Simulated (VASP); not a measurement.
# CaF2 in VASP: further runs, part 2 of 2

VASP 6.6.1. The steps go on from the part before.

### Step 3. Single point, PBE+D3(BJ)

This run uses another cell than the first one.

INCAR

```
PREC = Accurate
ENCUT = 520
EDIFF = 1E-6
ISMEAR = 0
SIGMA = 0.05
LREAL = Auto
LASPH = True
NELM = 120
ALGO = Normal
ISIF = 2
LWAVE = False
LCHARG = False
LDIPOL = True
IDIPOL = 3
DIPOL = 0.5 0.5 0.429
GGA = PE
IVDW = 12
NBANDS = 168
GGA_COMPAT = False
NELMDL = -8
KPAR = 2
NCORE = 2
```

KPOINTS

```
Automatic mesh
0
Gamma
  3 3 1
```

POSCAR

```
CaF2
1.0
    7.7347822761      0.0000000000      0.0000000000
   -3.8673911380      6.6985179438      0.0000000000
    0.0000000000      0.0000000000     27.8804791033
F Ca
24 12
Direct
    0.5000000000      0.5000000000      0.2869391150
    0.5000000000      0.0000000000      0.2869391150
    0.0000000000      0.5000000000      0.2869391150
    0.0000000000      0.0000000000      0.2869391150
    0.6666666667      0.3333333333      0.3435685515
    0.6666666667      0.8333333333      0.3435685515
    0.1666666667      0.3333333333      0.3435685515
    0.1666666667      0.8333333333      0.3435685515
    0.8333333333      0.6666666667      0.4001979880
    0.8333333333      0.1666666667      0.4001979880
    0.3333333333      0.6666666667      0.4001979880
    0.3333333333      0.1666666667      0.4001979880
    0.0003588510      0.5000649885      0.4571745765
    0.0006446203      0.0002840999      0.4571865499
    0.4988632610      0.4989838342      0.4572622376
    0.4996747777      0.0000339477      0.4572238061
    0.1657639236      0.8322104308      0.5130738795
    0.1652891183      0.3328927400      0.5135627331
    0.6669606858      0.8325053152      0.5126408287
    0.6679237559      0.3344380975      0.5130968159
    0.3355598564      0.6679698254      0.5709732652
    0.3344248554      0.1658838319      0.5707694956
    0.8327177284      0.6677825421      0.5712061451
    0.8293047718      0.1624679921      0.5705868595
    0.3333333333      0.1666666667      0.3152538333
    0.3333333333      0.6666666667      0.3152538333
    0.8333333333      0.1666666667      0.3152538333
    0.8333333333      0.6666666667      0.3152538333
    0.6667472989      0.3333877475      0.4286225494
    0.6665805678      0.8331179181      0.4285322644
    0.1664215917      0.3332529573      0.4286726098
    0.1665954229      0.8331604785      0.4284478910
    0.0001825793      0.5012168927      0.5420255713
    0.0001395708     -0.0009840620      0.5416376647
    0.4999425558      0.4998435076      0.5417967680
    0.4991155229     -0.0009892516      0.5415013076
```

Potentials or basis: VASP PAW PBE potentials, release 64 (F, Ca_sv).

The run is started by

```bash
$ cat potpaw_PBE.64/F/POTCAR potpaw_PBE.64/Ca_sv/POTCAR > POTCAR
$ mpirun -np 4 vasp_std > vasp.out
```

OUTCAR:

```text
PREC = Accurate
   ENCUT = 520
   EDIFF = 1E-6
   ISMEAR = 0
   LREAL = Auto
   LASPH = True
   NELM = 120
   ISIF = 2
   GGA = PE
   IVDW = 12
   NELMDL = -8
 IVDW          = 12

 ion  position               nearest neighbor table
   1  0.500  0.500  0.287-  25 2.37  28 2.37  26 2.37
   2  0.500  0.000  0.287-  26 2.37  27 2.37  25 2.37
   3  0.000  0.500  0.287-  27 2.37  26 2.37  28 2.37
   4  0.000  0.000  0.287-  28 2.37  25 2.37  27 2.37
   5  0.667  0.333  0.344-  27 2.37  28 2.37  25 2.37  29 2.37
   6  0.667  0.833  0.344-  28 2.37  27 2.37  26 2.37  30 2.37
   7  0.167  0.333  0.344-  25 2.37  26 2.37  27 2.37  31 2.37
   8  0.167  0.833  0.344-  32 2.37  26 2.37  25 2.37  28 2.37
   9  0.833  0.667  0.400-  32 2.37  30 2.37  28 2.37  29 2.37
  10  0.833  0.167  0.400-  31 2.37  27 2.37  29 2.37  30 2.37
[... 26 lines left out ...]
  33  0.000  0.501  0.542-  17 2.36  13 2.37  20 2.37  18 2.37  23 2.38  21 2.39  24 2.40
  34  0.000  0.999  0.542-  14 2.35  17 2.36  23 2.37  18 2.37  19 2.37  24 2.38  22 2.38
  35  0.500  0.500  0.542-  15 2.36  21 2.37  19 2.37  20 2.37  23 2.38  18 2.38  22 2.38
  36  0.499  0.999  0.542-  16 2.35  24 2.36  21 2.36  22 2.37  17 2.37  19 2.38  20 2.38

  LATTYP: Found a hexagonal cell.
 ALAT       =     7.7347822761
 C/A-ratio  =     3.6045590048

  Lattice vectors:

 A1 = (   7.7347822761,   0.0000000000,   0.0000000000)
 A2 = (  -3.8673911380,   6.6985179438,   0.0000000000)
 A3 = (   0.0000000000,   0.0000000000,  27.8804791033)

Analysis of symmetry for initial positions (statically):
=====================================================================
 Subroutine PRICEL returns:
 Original cell was already a primitive cell.

 Routine SETGRP: Setting up the symmetry group for a
 hexagonal supercell.

 Subroutine GETGRP returns: Found  1 space group operations
 (whereof  1 operations were pure point group operations)
 out of a pool of 24 trial point group operations.

The static configuration has the point symmetry C_1 .

Analysis of symmetry for dynamics (positions and initial velocities):
=====================================================================
[... 192 lines left out ...]
  volume of cell :     1444.53
 maximum number of plane-waves:     38941
 NGX is ok and might be reduce to    60
   NGX = 29   NGY = 29   NGZ =103

 number of electron     287.9999854 magnetization

 dipolmoment           0.000000      0.000000      0.040415 electrons x Angstroem

 Free energy of the ion-electron system (eV)
  ---------------------------------------------------
  ext. energy  EPLUGINS =         0.00000000
  ---------------------------------------------------
  free energy    TOTEN  =      -205.76338067 eV

  energy without entropy =     -205.76338067  energy(sigma->0) =     -205.76338067

 E-fermi :  -5.3254     XC(G=0):  -3.6878

 val. band max:       -5.5789775625   @ k =   0.0000   0.0000   0.0000
 cond. band min:       1.0326499974   @ k =   0.0000   0.0000   0.0000
 fundamental gap:      6.6116275598
 Fermi energy:        -5.3253661447

 k-point     1 :       0.0000    0.0000    0.0000
  band No.  band energies     occupation
      1     -41.9518      2.00000
      2     -41.9309      2.00000
      3     -41.9115      2.00000
      4     -41.9096      2.00000
      5     -41.9083      2.00000
      6     -41.8994      2.00000
[... 784 lines left out ...]
    155       2.8645      0.00000
    156       2.9010      0.00000
 [bands above 156 left out]

------------------------ aborting loop because EDIFF is reached ----------------------------------------

 vacuum level on the upper side and lower side of the slab       (xc-potential included)        -0.037        -0.175

 Edisp (eV)   -4.30287

 E8    (eV) :    -1.8515

  FORCE on cell =-STRESS in cart. coord.  units (eV):
  Direction    XX          YY          ZZ          XY          YZ          ZX
  --------------------------------------------------------------------------------------
  -------------------------------------------------------------------------------------
  Total      -9.45334    -9.41875     0.52895     0.00177     0.06162     0.00330
  in kB     -10.48500   -10.44665     0.58668     0.00196     0.06835     0.00366
  external pressure =       -6.78 kB  Pullay stress =        0.00 kB

 VOLUME and BASIS-vectors are now :
 -----------------------------------------------------------------------------
  energy-cutoff  :      520.00
  volume of cell :     1444.53
      direct lattice vectors                 reciprocal lattice vectors
     7.734782276  0.000000000  0.000000000     0.129286121  0.074643377  0.000000000
    -3.867391138  6.698517944  0.000000000     0.000000000  0.149286754  0.000000000
     0.000000000  0.000000000 27.880479103     0.000000000  0.000000000  0.035867389

 POSITION                                       TOTAL-FORCE (eV/Angst)
 -----------------------------------------------------------------------------------
      1.93370      3.34926      8.00000         0.000431      0.001018     -0.149014
      3.86739      0.00000      8.00000        -0.000377     -0.001255     -0.148470
     -1.93370      3.34926      8.00000        -0.000558      0.001373     -0.148642
      0.00000      0.00000      8.00000         0.000247     -0.001823     -0.148565
      3.86739      2.23284      9.57886         0.000995      0.001707      0.071252
      1.93370      5.58210      9.57886         0.000800     -0.001396      0.066340
[... 28 lines left out ...]
      1.93386      3.34821     15.10555         0.004495      0.002140      0.000548
     -0.00302      6.69189     15.09732         0.059060      0.035426      0.027847
 -----------------------------------------------------------------------------------
    total drift:                                0.002300      0.006096     -0.000069

  FREE ENERGIE OF THE ION-ELECTRON SYSTEM (eV)
  ---------------------------------------------------
  free  energy   TOTEN  =      -210.0662509698 eV

  energy  without entropy=     -210.0662509698  energy(sigma->0) =     -210.06625097

 vacuum level on the upper side and lower side of the slab         2.393         2.253
```

OSZICAR:

```text
N       E                     dE             d eps       ncg     rms          rms(c)
DAV:   1     0.342472903832E+04    0.34247E+04   -0.14277E+05  1976   0.149E+03
DAV:   2     0.177477373135E+03   -0.32473E+04   -0.31917E+04  2136   0.438E+02
DAV:   3    -0.205097206808E+03   -0.38257E+03   -0.38146E+03  2040   0.152E+02
[... 24 lines left out ...]
DAV:  28    -0.205763371987E+03   -0.90609E-05   -0.40794E-07  1192   0.142E-03    0.416E-04
DAV:  29    -0.205763375735E+03   -0.37485E-05   -0.11930E-07  1200   0.768E-04    0.388E-04
DAV:  30    -0.205763378945E+03   -0.32098E-05   -0.61660E-08  1200   0.786E-04    0.190E-04
DAV:  31    -0.205763380055E+03   -0.11100E-05   -0.18343E-08  1192   0.501E-04    0.144E-04
DAV:  32    -0.205763380671E+03   -0.61641E-06   -0.84398E-09  1184   0.393E-04
   1 F= -.21006625E+03 E0= -.21006625E+03  d E =-.218692E-13
```

stdout:

```text
POSCAR found type information on POSCAR F Ca
 POSCAR found :  2 types and      36 ions
 scaLAPACK will be used
 LDA part: xc-table for (Slater+PW92), standard interpolation
 POSCAR, INCAR and KPOINTS ok, starting setup
 FFT: planning ... GRIDC
 FFT: planning ... GRID_SOFT
 FFT: planning ... GRID
 WAVECAR not read
 entering main loop
```

It took 26 min on 4 MPI ranks of Oxide Virtual Turin-like, shared host; peak memory 0.98 GiB.

What came out:

```yaml
Free_energy: -210.0663 eV
Largest_force: 0.149 eV/Å
Band_gap_on_the_k_mesh: 6.61 eV
Dispersion_energy_per_atom: -0.120 eV
```

Forces on the atoms (eV/Å):
```
F    0.000  0.001 -0.149
F    0.000 -0.001 -0.148
F   -0.001  0.001 -0.149
F    0.000 -0.002 -0.149
F    0.001  0.002  0.071
F    0.001 -0.001  0.066
F   -0.001  0.001  0.074
F   -0.001 -0.002  0.066
F   -0.007 -0.004 -0.047
F   -0.004 -0.007 -0.049
F    0.004  0.001 -0.055
F    0.003 -0.003 -0.060
F    0.000  0.004  0.016
F    0.004 -0.003 -0.003
F    0.005  0.003 -0.003
F   -0.005 -0.002 -0.008
F   -0.001 -0.007  0.003
F    0.018  0.019 -0.008
F   -0.003 -0.019 -0.001
F   -0.012  0.008  0.002
F   -0.049 -0.034  0.045
F   -0.037  0.006  0.040
F    0.038 -0.026  0.045
F    0.045  0.085  0.066
Ca  -0.001  0.005  0.082
Ca   0.002 -0.005  0.076
Ca   0.001  0.002  0.079
Ca  -0.002 -0.003  0.073
Ca  -0.001 -0.003 -0.005
Ca   0.000  0.003 -0.002
Ca   0.001 -0.003 -0.004
Ca   0.001  0.004 -0.004
Ca   0.006 -0.092 -0.015
Ca  -0.070  0.035  0.024
Ca   0.004  0.002  0.001
Ca   0.059  0.035  0.028
```

Levels at points of the mesh, in eV from the valence-band top:
```csv
k point,band 142,band 143,band 144,band 145,band 146,band 147
"(0.00, 0.00, 0.00)",-0.03,-0.03,0.00,6.61,6.80,7.89
```
